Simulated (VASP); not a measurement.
# Ga (Im-3m) in VASP: notebook

The runs below take Ga through single point, with PBE.

Everything below comes from runs of VASP 6.6.1. Logs are shortened: lines on timing, memory, paths and dates and some standing lists are left out, and cuts for length are marked.

## 1. The cell of the first run

Symmetry: Im-3m, No. 229, cubic system. Conventional cell: a = 3.396 Å, b = 3.396 Å, c = 3.396 Å, α = 90.00°, β = 90.00°, γ = 90.00°. Ga (site symmetry m-3m) has 14 Ga at 2.94 to 3.40 Å within 3.9 Å.

This isn't the form of Ga at room conditions, which is orthorhombic.

## 2. Single point, PBE

INCAR

```
  PREC = Accurate
  ENCUT = 520
  EDIFF = 1E-6
  ISMEAR = -1
  SIGMA = 0.06122561905347299
  LREAL = False
  LASPH = True
  NELM = 100
  ALGO = Normal
  ISIF = 2
  LWAVE = False
  LCHARG = True
  GGA = PE
  LELF = True
  LVHAR = True
  NBANDS = 12
```

KPOINTS

```
regular mesh
0
Gamma
  45 45 45
```

POSCAR

```
Ga
1.0
   -1.6979219707      1.6979219707      1.6979219707
    1.6979219707     -1.6979219707      1.6979219707
    1.6979219707      1.6979219707     -1.6979219707
Ga
1
Direct
    0.0000000000      0.0000000000      0.0000000000
```

Potentials or basis: VASP PAW PBE potentials, release 64 (Ga_d).

Run with:

```sh
$ cat potpaw_PBE.64/Ga_d/POTCAR > POTCAR
$ mpirun -np 1 vasp_std > vasp.out
```

OUTCAR:

```text
PREC = Accurate
   ENCUT = 520
   EDIFF = 1E-6
   ISMEAR = -1
   LREAL = False
   LASPH = True
   NELM = 100
   ISIF = 2
   GGA = PE

 ion  position               nearest neighbor table
   1  0.000  0.000  0.000-

  LATTYP: Found a body centered cubic cell.
 ALAT       =     3.3958439414

  Lattice vectors:

 A1 = (  -1.6979219707,   1.6979219707,   1.6979219707)
 A2 = (   1.6979219707,  -1.6979219707,   1.6979219707)
 A3 = (   1.6979219707,   1.6979219707,  -1.6979219707)

Analysis of symmetry for initial positions (statically):
=====================================================================
 Subroutine PRICEL returns:
 Original cell was already a primitive cell.

 Routine SETGRP: Setting up the symmetry group for a
 body centered cubic supercell.

 Subroutine GETGRP returns: Found 48 space group operations
 (whereof 48 operations were pure point group operations)
 out of a pool of 48 trial point group operations.

The static configuration has the point symmetry O_h .

Analysis of symmetry for dynamics (positions and initial velocities):
=====================================================================
 Subroutine PRICEL returns:
 Original cell was already a primitive cell.

 Routine SETGRP: Setting up the symmetry group for a
 body centered cubic supercell.

 Subroutine GETGRP returns: Found 48 space group operations
 (whereof 48 operations were pure point group operations)
 out of a pool of 48 trial point group operations.

The dynamic configuration has the point symmetry O_h .

 Subroutine INISYM returns: Found 48 space group operations
 (whereof 48 operations are pure point group operations),
 and found     1 'primitive' translations

----------------------------------------------------------------------------------------

                                     Primitive cell

  volume of cell :      19.5800

  direct lattice vectors                    reciprocal lattice vectors
    -1.697921971  1.697921971  1.697921971     0.000000000  0.294477608  0.294477608
     1.697921971 -1.697921971  1.697921971     0.294477608  0.000000000  0.294477608
     1.697921971  1.697921971 -1.697921971     0.294477608  0.294477608  0.000000000

  length of vectors
     2.940887121  2.940887121  2.940887121     0.416454227  0.416454227  0.416454227

  position of ions in fractional coordinates (direct lattice)
     0.000000000  0.000000000  0.000000000
[... 81 lines left out ...]
   NFREE  =      0    steps in history (QN), initial steepest desc. (CG)
   ISIF   =      2    stress and relaxation
   ISYM   =      2    0-nonsym 1-usesym 2-fastsym
   POTIM  = 0.5000    time-step for ionic-motion
   TEBEG  =    0.0;   TEEND  =   0.0 temperature during run
   PSTRESS=    0.0 pullay stress
   NELECT =      13.0000    total number of electrons
   NUPDOWN=      -1.0000    fix difference up-down
   EMIN   =  10.00;   EMAX   =-10.00  energy-range for DOS
   EFERMI =   0.00;   METHOD = LEGACY
   ISMEAR =    -1;   SIGMA  =   0.06  broadening in eV -4-tet -1-fermi 0-gaus
   EFERMI_NEDOS =   21; number of points for ismear=-14 and -15
   IALGO  =     38    algorithm
   IMIX   =      4    mixing-type and parameters
     AMIX     =   0.40;   BMIX     =  1.00
     AMIX_MAG =   1.60;   BMIX_MAG =  1.00
  volume/ion in A,a.u.               =      19.58       132.13
  Fermi-wavevector in a.u.,A,eV,Ry     =   1.428186  2.698881 27.752026  2.039716
  Thomas-Fermi vector in A             =   2.548275
   LORBIT       =      0    0 simple, 1 ext, 2 COOP (PROOUT), +10 PAW based schemes
   GGA     = PE    functional components
   LHFCALC =     F    Hartree Fock is set to
   AEXX    =    0.0000 exact exchange contribution
   IVDW    =     0    specifies the selected vdW correction
   LEPSILON=     F    determine dielectric tensor
   LRPA    =     F    only Hartree local field effects (RPA)
 non-spin polarized calculation
  energy-cutoff  :      520.00
  volume of cell :       19.58
 maximum number of plane-waves:       543
 NGX is ok and might be reduce to    24
   NGX = 11   NGY = 11   NGZ = 11

 number of electron      12.9999993 magnetization

 Free energy of the ion-electron system (eV)
  ---------------------------------------------------
  ext. energy  EPLUGINS =         0.00000000
  ---------------------------------------------------
  free energy    TOTEN  =        -2.87369601 eV

  energy without entropy =       -2.86857922  energy(sigma->0) =       -2.87113761

 E-fermi :   5.2220     XC(G=0): -10.8379

 val. band max:        5.2204943739   @ k =  -0.4000  -0.4000   0.1333
 cond. band min:       5.2231912925   @ k =  -0.3333  -0.4000   0.0222
 fundamental gap:      0.0026969187
 Fermi energy:         5.2220144470

 k-point     1 :       0.0000    0.0000    0.0000
  band No.  band energies     occupation
      1      -9.6793      2.00000
      2      -9.6793      2.00000
      3      -9.6793      2.00000
      4      -9.5082      2.00000
      5      -9.5082      2.00000
      6      -5.5410      2.00000
      7      17.3450      0.00000
      8      17.3450      0.00000
      9      17.3450      0.00000
     10      22.0245      0.00000
     11      22.0245      0.00000
     12      22.0245      0.00000
[... 331 lines left out ...]
 k-point    24 :       0.0222    0.0222    0.0000
  band No.  band energies     occupation
      1      -9.6799      2.00000
      2      -9.6791      2.00000
      3      -9.6752      2.00000
      4      -9.5093      2.00000
      5      -9.5082      2.00000
      6      -5.5019      2.00000
      7      16.9601      0.00000
      8      17.1783      0.00000
      9      17.2505      0.00000
     10      21.3593      0.00000
     11      21.3921      0.00000
     12      22.2698      0.00000

 [... further k-points ...]

------------------------ aborting loop because EDIFF is reached ----------------------------------------

  FORCE on cell =-STRESS in cart. coord.  units (eV):
  Direction    XX          YY          ZZ          XY          YZ          ZX
  --------------------------------------------------------------------------------------
  -------------------------------------------------------------------------------------
  Total       -0.1032429     -0.1032429     -0.1032429      0.0000000      0.0000000      0.0000000
  in kB       -8.4480682     -8.4480682     -8.4480682      0.0000000      0.0000000      0.0000000
  external PRESSURE =      -8.4480682 kB  Pullay stress =       0.0000000 kB

 VOLUME and BASIS-vectors are now :
 -----------------------------------------------------------------------------
  energy-cutoff  :      520.00
  volume of cell :       19.58
      direct lattice vectors                 reciprocal lattice vectors
    -1.697921971  1.697921971  1.697921971     0.000000000  0.294477608  0.294477608
     1.697921971 -1.697921971  1.697921971     0.294477608  0.000000000  0.294477608
     1.697921971  1.697921971 -1.697921971     0.294477608  0.294477608  0.000000000

 POSITION                                       TOTAL-FORCE (eV/Angst)
 -----------------------------------------------------------------------------------
      0.00000      0.00000      0.00000         0.000000      0.000000     -0.000000
 -----------------------------------------------------------------------------------
    total drift:                               -0.000000      0.000000      0.000000

  FREE ENERGIE OF THE ION-ELECTRON SYSTEM (eV)
  ---------------------------------------------------
  free  energy   TOTEN  =        -2.8736960053 eV

  energy  without entropy=       -2.8685792221  energy(sigma->0) =       -2.87113761
```

OSZICAR:

```text
N       E                     dE             d eps       ncg     rms          rms(c)
DAV:   1     0.445227762853E+02    0.44523E+02   -0.67066E+03 59048   0.185E+03
DAV:   2    -0.621503755842E+00   -0.45144E+02   -0.43559E+02 58624   0.265E+02
DAV:   3    -0.287939077373E+01   -0.22579E+01   -0.22526E+01 62968   0.465E+01
DAV:   4    -0.289895403954E+01   -0.19563E-01   -0.19561E-01 63688   0.468E+00
DAV:   5    -0.289917169985E+01   -0.21766E-03   -0.21766E-03 64444   0.473E-01    0.763E-01
DAV:   6    -0.287899387609E+01    0.20178E-01   -0.31115E-02 66884   0.345E+00    0.387E-01
DAV:   7    -0.287420828548E+01    0.47856E-02   -0.62554E-03 85812   0.126E+00    0.106E-01
DAV:   8    -0.287369149014E+01    0.51680E-03   -0.55411E-04 63808   0.415E-01    0.725E-03
DAV:   9    -0.287369484464E+01   -0.33545E-05   -0.59787E-06 79068   0.342E-02    0.325E-03
DAV:  10    -0.287369603655E+01   -0.11919E-05   -0.32996E-07 42044   0.596E-03    0.235E-04
DAV:  11    -0.287369600529E+01    0.31264E-07   -0.39744E-08 32424   0.202E-03
   1 F= -.28736960E+01 E0= -.28711376E+01  d E =-.511678E-02
```

Run time: 9.2 min. Hardware: 1 thread of Oxide Virtual Turin-like, shared host; peak memory 0.55 GiB.

Results:

```yaml
Free_energy: -2.8737 eV
Pressure: -0.8 GPa
Band_gap_on_the_k_mesh: zero (an odd number of electrons rules out a gap without spin polarisation)
```

Levels at points of the mesh, in eV from the Fermi level:
| k point | band 3 | band 4 | band 5 | band 6 | band 7 | band 8 | band 9 | band 10 |
| --- | --- | --- | --- | --- | --- | --- | --- | --- |
| (0.00, 0.00, 0.00) | -14.90 | -14.73 | -14.73 | -10.76 | 12.12 | 12.12 | 12.12 | 16.80 |

## 3. Single point, PBE

This run uses another cell than the first one, of 19.96 Å³/atom.

INCAR

```
  ALGO = Normal
  EDIFF = 1E-6
  ENCUT = 520
  GGA = PE
  ISIF = 2
  ISMEAR = -1
  LASPH = True
  LCHARG = False
  LREAL = False
  LWAVE = False
  NBANDS = 12
  NELM = 100
  PREC = Accurate
  SIGMA = 0.06122561905347299
```

KPOINTS

```
k-points
0
Gamma
  45 45 45
```

POSCAR

```
Ga
1.0
   -1.7089477470      1.7089477470      1.7089477470
    1.7089477470     -1.7089477470      1.7089477470
    1.7089477470      1.7089477470     -1.7089477470
Ga
1
Direct
    0.0000000000      0.0000000000      0.0000000000
```

Potentials or basis: VASP PAW PBE potentials, release 64 (Ga_d).

Run with:

```sh
$ cat potpaw_PBE.64/Ga_d/POTCAR > POTCAR
$ mpirun -np 1 vasp_std > vasp.out
```

Run time: 7.3 min. Hardware: 1 thread of Oxide Virtual Turin-like, shared host; peak memory 0.56 GiB.

Results (log left out):

```yaml
Free_energy: -2.8708 eV
Pressure: -1.6 GPa
Band_gap_on_the_k_mesh: zero (an odd number of electrons rules out a gap without spin polarisation)
```

Levels at points of the mesh, in eV from the Fermi level:
```tsv
k point	band 4	band 5	band 6	band 7	band 8	band 9
(0.00, 0.00, 0.00)	-14.72	-14.72	-10.62	11.90	11.90	11.90
```
